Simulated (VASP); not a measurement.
# ZnSe (F-43m) in VASP: G0W0 quasiparticle levels with PBE

Aim: the G0W0 quasiparticle levels of ZnSe with PBE.

All numbers are computed with VASP 6.6.1; they aren't measurements. Logs are shortened: lines on timing, memory, paths and dates and some standing lists are left out, and cuts for length are marked.

## Step 1: The cell of the first run

It takes space group F-43m (No. 216, cubic). The conventional cell has a = 5.382 Å, b = 5.382 Å, c = 5.382 Å, α = 90.00°, β = 90.00°, γ = 90.00°. Zn (site symmetry -43m) has 4 Se at 2.33 Å within 3.1 Å. Within 3.1 Å of Se (site symmetry -43m) lie 4 Zn at 2.33 Å.

## Step 2: G0W0 quasiparticle levels, PBE

The input, POSCAR:

```
ZnSe
1.0
    0.0000000000      2.6907996506      2.6907996506
    2.6907996506      0.0000000000      2.6907996506
    2.6907996506      2.6907996506      0.0000000000
Zn Se
1 1
Direct
    0.0000000000      0.0000000000      0.0000000000
    0.2500000000      0.2500000000      0.2500000000
```

The input, INCAR.step1:

```
SYSTEM = ZnSe
PREC     = Accurate       ! precision mode
ENCUT    = 500            ! plane-wave cutoff, eV
EDIFF    = 1E-8           ! SCF threshold, eV
ISMEAR   = 0              ! smearing method
SIGMA    = 0.01           ! smearing width, eV
LREAL    = .False.        ! projectors in reciprocal space
LASPH    = .True.         ! aspherical terms in the spheres
NELM     = 60             ! most SCF steps
ALGO     = Normal         ! electronic algorithm
LWAVE    = .True.         ! write WAVECAR
LCHARG   = .False.        ! write CHGCAR
GGA      = PE             ! functional
```

The input, INCAR.step2:

```
SYSTEM = ZnSe
PREC     = Accurate       ! precision mode
ENCUT    = 500            ! plane-wave cutoff, eV
EDIFF    = 1E-8           ! SCF threshold, eV
ISMEAR   = 0              ! smearing method
SIGMA    = 0.01           ! smearing width, eV
LREAL    = .False.        ! projectors in reciprocal space
LASPH    = .True.         ! aspherical terms in the spheres
NELM     = 1              ! most SCF steps
ALGO     = Exact          ! electronic algorithm
LWAVE    = .True.         ! write WAVECAR
LCHARG   = .False.        ! write CHGCAR
GGA      = PE             ! functional
NBANDS   = 171            ! bands
LOPTICS  = .True.         ! frequency-dependent dielectric function
ISTART   = 1
```

The input, INCAR.step3:

```
SYSTEM = ZnSe
PREC     = Accurate       ! precision mode
ENCUT    = 500            ! plane-wave cutoff, eV
EDIFF    = 1E-8           ! SCF threshold, eV
ISMEAR   = 0              ! smearing method
SIGMA    = 0.01           ! smearing width, eV
LREAL    = .False.        ! projectors in reciprocal space
LASPH    = .True.         ! aspherical terms in the spheres
ALGO     = EVGW0          ! electronic algorithm
LWAVE    = .False.        ! write WAVECAR
LCHARG   = .False.        ! write CHGCAR
GGA      = PE             ! functional
NELMGW   = 1            
NBANDS   = 171            ! bands
ENCUTGW  = 150.0          ! cutoff of the response function
NOMEGA   = 96             ! frequency points
PRECFOCK = Fast         
ISTART   = 1            
NBANDSGW = 17           
OMEGAMAX = 30
```

The input, KPOINTS:

```
Automatic mesh
0
Gamma
  4 4 4
  0 0 0
```

Potentials or basis: VASP PAW PBE potentials, release 64 (Zn_GW, Se_GW).

The run is started by

```bash
$ cat potpaw_PBE.64/Zn_GW/POTCAR potpaw_PBE.64/Se_GW/POTCAR > POTCAR
$ cp INCAR.step1 INCAR
$ mpirun -np 1 vasp_std > vasp.out
$ cp INCAR.step2 INCAR
$ mpirun -np 1 vasp_std > vasp.out
$ cp INCAR.step3 INCAR
$ mpirun -np 1 vasp_std > vasp.out
```

OUTCAR:

```text
SYSTEM = ZnSe
   PREC = Accurate
   ENCUT = 500
   EDIFF = 1E-8
   ISMEAR = 0
   LREAL = .False.
   LASPH = .True.
   GGA = PE
   NELMGW = 1
   ENCUTGW = 150.0
   PRECFOCK = Fast
   ISTART = 1

 ion  position               nearest neighbor table
   1  0.000  0.000  0.000-   2 2.33   2 2.33   2 2.33   2 2.33
   2  0.250  0.250  0.250-   1 2.33   1 2.33   1 2.33   1 2.33

  LATTYP: Found a face centered cubic cell.
 ALAT       =     5.3815993012

  Lattice vectors:

 A1 = (   0.0000000000,   2.6907996506,   2.6907996506)
 A2 = (   2.6907996506,   0.0000000000,   2.6907996506)
 A3 = (   2.6907996506,   2.6907996506,   0.0000000000)

Analysis of symmetry for initial positions (statically):
=====================================================================
 Subroutine PRICEL returns:
 Original cell was already a primitive cell.

 Routine SETGRP: Setting up the symmetry group for a
 face centered cubic supercell.

 Subroutine GETGRP returns: Found 24 space group operations
 (whereof 24 operations were pure point group operations)
 out of a pool of 48 trial point group operations.

The static configuration has the point symmetry T_d .

Analysis of symmetry for dynamics (positions and initial velocities):
=====================================================================
 Subroutine PRICEL returns:
 Original cell was already a primitive cell.

 Routine SETGRP: Setting up the symmetry group for a
 face centered cubic supercell.

 Subroutine GETGRP returns: Found 24 space group operations
 (whereof 24 operations were pure point group operations)
 out of a pool of 48 trial point group operations.

The dynamic configuration has the point symmetry T_d .

 Subroutine INISYM returns: Found 24 space group operations
 (whereof 24 operations are pure point group operations),
 and found     1 'primitive' translations

----------------------------------------------------------------------------------------

                                     Primitive cell

  volume of cell :      38.9649

  direct lattice vectors                    reciprocal lattice vectors
     0.000000000  2.690799651  2.690799651    -0.185818368  0.185818368  0.185818368
     2.690799651  0.000000000  2.690799651     0.185818368 -0.185818368  0.185818368
     2.690799651  2.690799651  0.000000000     0.185818368  0.185818368 -0.185818368

  length of vectors
     3.805365360  3.805365360  3.805365360     0.321846855  0.321846855  0.321846855

  position of ions in fractional coordinates (direct lattice)
     0.000000000  0.000000000  0.000000000
     0.250000000  0.250000000  0.250000000

  ion indices of the primitive-cell ions
   primitive index   ion index
                 1           1
                 2           2

----------------------------------------------------------------------------------------

 KPOINTS: Automatic mesh

Automatic generation of k-mesh.
 Grid dimensions read from file:
 generate k-points for:    4    4    4

 Generating k-lattice:

  Cartesian coordinates                     Fractional coordinates (reciprocal lattice)
    -0.046454592  0.046454592  0.046454592     0.250000000  0.000000000  0.000000000
     0.046454592 -0.046454592  0.046454592     0.000000000  0.250000000  0.000000000
     0.046454592  0.046454592 -0.046454592     0.000000000  0.000000000  0.250000000

  Length of vectors
     0.080461714  0.080461714  0.080461714

  Shift w.r.t. Gamma in fractional coordinates (k-lattice)
     0.000000000  0.000000000  0.000000000

 Subroutine IBZKPT returns following result:
 ===========================================

 Found      8 irreducible k-points:

 Following reciprocal coordinates:
            Coordinates               Weight
  0.000000  0.000000  0.000000      1.000000
  0.250000  0.000000  0.000000      8.000000
  0.500000  0.000000  0.000000      4.000000
  0.250000  0.250000  0.000000      6.000000
  0.500000  0.250000  0.000000     24.000000
 -0.250000  0.250000  0.000000     12.000000
  0.500000  0.500000  0.000000      3.000000
 -0.250000  0.500000  0.250000      6.000000
   k-points           NKPTS =      8   k-points in BZ     NKDIM =     64   number of bands    NBANDS=    171
   number of dos      NEDOS =    301   number of ions     NIONS =      2
   total plane-waves  NPLWV =  21952
   dimension x,y,z NGX =    28 NGY =   28 NGZ =   28
   dimension x,y,z NGXF=    56 NGYF=   56 NGZF=   56
   ions per type =               1   1
   NGX,Y,Z   is equivalent  to a cutoff of  12.23, 12.23, 12.23 a.u.
   NGXF,Y,Z  is equivalent  to a cutoff of  24.46, 24.46, 24.46 a.u.
 SYSTEM =  ZnSe
   PREC   = accura    normal or accurate (medium, high low for compatibility)
   ISTART =      1    job   : 0-new  1-cont  2-samecut
   ICHARG =      0    charge: 1-file 2-atom 10-const
   ISPIN  =      1    spin polarized calculation?
   LNONCOLLINEAR =      F non collinear calculations
   LSORBIT =      F    spin-orbit coupling
   LASPH  =      T    aspherical Exc in radial PAW
   ENCUT  =  500.0 eV  36.75 Ry    6.06 a.u.   6.94  6.94  6.94*2*pi/ulx,y,z
   NELM   =     60;   NELMIN=  2; NELMDL=  0     # of ELM steps
   EDIFF  = 0.1E-07   stopping-criterion for ELM
   LREAL  =      F    real-space projection
   EDIFFG = 0.1E-06   stopping-criterion for IOM
   NSW    =      0    number of steps for IOM
   IBRION =     -1    ionic relax: 0-MD 1-quasi-New 2-CG
   NFREE  =      0    steps in history (QN), initial steepest desc. (CG)
   ISIF   =      0    stress and relaxation
   ISYM   =      3    0-nonsym 1-usesym 2-fastsym
   POTIM  = 0.5000    time-step for ionic-motion
   TEBEG  =    0.0;   TEEND  =   0.0 temperature during run
   PSTRESS=    0.0 pullay stress
   NELECT =      18.0000    total number of electrons
   NUPDOWN=      -1.0000    fix difference up-down
   EMIN   =  10.00;   EMAX   =-10.00  energy-range for DOS
   EFERMI =   0.00;   METHOD = LEGACY
   ISMEAR =     0;   SIGMA  =   0.01  broadening in eV -4-tet -1-fermi 0-gaus
   EFERMI_NEDOS =   21; number of points for ismear=-14 and -15
   IALGO  =     38    algorithm
   IMIX   =      4    mixing-type and parameters
     AMIX     =   0.40;   BMIX     =  1.00
     AMIX_MAG =   1.60;   BMIX_MAG =  1.00
  volume/ion in A,a.u.               =      19.48       131.47
  Fermi-wavevector in a.u.,A,eV,Ry     =   1.265535  2.391515 21.790817  1.601580
  Thomas-Fermi vector in A             =   2.398783
   LORBIT       =      0    0 simple, 1 ext, 2 COOP (PROOUT), +10 PAW based schemes
   GGA     = PE    functional components
   LHFCALC =     T    Hartree Fock is set to
   PRECFOCK=fast      Normal, Fast or Accurate (Low or Medium for compatibility)
   ENCUT4O =  -1.0   cutoff for four orbital integrals eV
   NKREDX  =     1    reduce k-point grid by
   NKREDY  =     1    reduce k-point grid by
   NKREDZ  =     1    reduce k-point grid by
   AEXX    =    1.0000 exact exchange contribution
   HFSCREEN=    0.0000 screening length (either q_TF or 0.3 A-1)
   HFSCREENC=   0.0000 screening length for correlation (either q_TF or 0.3 A-1)
   ENCUTFOCK=  -1.0 apply spherical cutoff to Coloumb kernel
   IVDW    =     0    specifies the selected vdW correction
   LEPSILON=     F    determine dielectric tensor
   LRPA    =     F    only Hartree local field effects (RPA)
   LRPAFORCE           =     F    calculate RPA forces
   ENCUTGW             = 150.0    cutoff for response function in eV
   ENCUTGWSOFT         = 120.0    soft cutoff for Coulomb kernel in GW response function in eV
   ENCUTLF             =  -1.0    cutoff for local field effects
   NELMGW              =     1    number of iterations in solving QP/BSE equation
   NELMHF              =     1    number of iterations in the inner HF iteration
   NKREDLFX            =     1    NKREDLFY  =   1   NKREDLFZ  =   1
 non-spin polarized calculation
 Gauss-broadening in eV      SIGMA  =   0.01
  energy-cutoff  :      500.00
  volume of cell :       38.96
 maximum number of plane-waves:       998
  NGX = 16; NGY = 16; NGZ = 16
   NGX = 13   NGY = 13   NGZ = 13
 maximum number of plane-waves:       169

 QP shifts <psi_nk| G(iteration)W_0 |psi_nk>: iteration 1
 for sc-GW calculations column KS-energies equals QP-energies in previous step
 and V_xc(KS)=  KS-energies - (<T + V_ion + V_H > + <T+V_H+V_ion>^1  + <V_x>^1)

 k-point   1 :       0.0000    0.0000    0.0000
  band No.  KS-energies  QP-energies   sigma(KS)   V_xc(KS)     V^pw_x(r,r')   Z            occupation Imag(sigma)

      1     -10.0708     -10.7947     -13.4553     -12.3962     -20.1823       0.6835       2.0000       1.1466
      2      -2.9437      -4.5054     -21.7709     -19.4999     -30.5043       0.6877       2.0000       0.1952
      3      -2.9437      -4.5054     -21.7709     -19.4999     -30.5043       0.6877       2.0000       0.1952
      4      -2.9437      -4.5054     -21.7709     -19.4999     -30.5043       0.6877       2.0000       0.1952
      5      -2.4193      -4.0726     -22.8740     -20.4915     -31.9797       0.6940       2.0000       0.1726
      6      -2.4193      -4.0726     -22.8740     -20.4915     -31.9797       0.6940       2.0000       0.1726
[... 9 lines left out ...]
     16      16.0677      16.3208     -10.7417     -11.0736      -5.5414       0.7627       0.0000      -0.2548
     17      17.6567      17.6359      -8.3105      -8.2832      -2.5791       0.7618       0.0000      -0.4370

 k-point   2 :       0.2500    0.0000    0.0000
  band No.  KS-energies  QP-energies   sigma(KS)   V_xc(KS)     V^pw_x(r,r')   Z            occupation Imag(sigma)

      1      -9.5834     -10.2978     -13.6977     -12.6595     -20.2852       0.6881       2.0000       1.0982
      2      -2.9182      -4.4275     -20.8045     -18.6213     -29.0427       0.6913       2.0000       0.2035
      3      -2.8736      -4.4439     -21.8839     -19.6082     -30.6469       0.6900       2.0000       0.1940
      4      -2.8736      -4.4439     -21.8839     -19.6082     -30.6469       0.6900       2.0000       0.1940
      5      -2.4201      -4.0690     -22.8641     -20.4847     -31.9748       0.6930       2.0000       0.1738
      6      -2.4201      -4.0690     -22.8641     -20.4847     -31.9748       0.6930       2.0000       0.1738
[... 9 lines left out ...]
     16      15.2609      15.2451      -8.0762      -8.0557      -2.5838       0.7687       0.0000      -0.2953
     17      19.2401      19.4357      -9.3505      -9.6067      -3.1743       0.7634       0.0000      -0.5731

 k-point   3 :       0.5000    0.0000    0.0000
  band No.  KS-energies  QP-energies   sigma(KS)   V_xc(KS)     V^pw_x(r,r')   Z            occupation Imag(sigma)
[... 85 lines left out ...]
      1      -8.6033      -9.2837     -14.3838     -13.4144     -20.7921       0.7019       2.0000       0.9657
      2      -3.0399      -4.4534     -19.0842     -17.0520     -26.4952       0.6955       2.0000       0.2191
      3      -2.5820      -4.1822     -22.5171     -20.2083     -31.4935       0.6931       2.0000       0.1902
      4      -2.5820      -4.1822     -22.5171     -20.2083     -31.4935       0.6931       2.0000       0.1902
      5      -2.3481      -4.0068     -23.0124     -20.6315     -32.1764       0.6967       2.0000       0.1726
      6      -2.1802      -3.7704     -22.2459     -19.9619     -31.0615       0.6962       2.0000       0.1911
[... 9 lines left out ...]
     16      19.4066      19.5855     -10.7533     -10.9857      -4.8160       0.7699       0.0000      -0.5472
     17      19.4066      19.5855     -10.7533     -10.9857      -4.8160       0.7699       0.0000      -0.5472

 k-point   8 :      -0.2500    0.5000    0.2500
  band No.  KS-energies  QP-energies   sigma(KS)   V_xc(KS)     V^pw_x(r,r')   Z            occupation Imag(sigma)

      1      -8.5958      -9.2757     -14.4063     -13.4373     -20.8250       0.7016       2.0000       0.9603
      2      -2.8316      -4.3760     -21.2021     -18.9772     -29.6027       0.6942       2.0000       0.1961
      3      -2.6450      -4.2517     -22.4918     -20.1681     -31.5129       0.6914       2.0000       0.1905
      4      -2.5029      -4.0753     -21.8302     -19.5603     -30.4247       0.6928       2.0000       0.1816
      5      -2.4598      -4.0948     -22.8582     -20.4945     -32.0101       0.6917       2.0000       0.1828
      6      -1.9727      -3.5765     -22.8131     -20.5180     -31.7743       0.6988       2.0000       0.1882
[... 9 lines left out ...]
     16      19.2613      19.3711      -9.7406      -9.8845      -3.6904       0.7634       0.0000      -0.5848
     17      19.9488      20.3078     -10.4244     -10.8976      -4.1178       0.7588       0.0000      -0.5951
```

Wall time 88 s (1 thread of Intel Xeon 6975P-C (Granite Rapids), shared host); peak memory 0.42 GiB.

Results:

| Property | Result |
| --- | --- |
| Quasiparticle gap | 3.18 eV |
| Least direct quasiparticle gap | 3.18 eV |
| Band gap of the starting levels on the mesh | 1.92 eV |
| Least direct gap of the starting levels on the mesh | 1.92 eV |

Caveat: the k points lie up to 0.51 Å⁻¹ apart; bands, screening cutoff and mesh are small and nothing is extrapolated, so the quasiparticle values aren't converged.
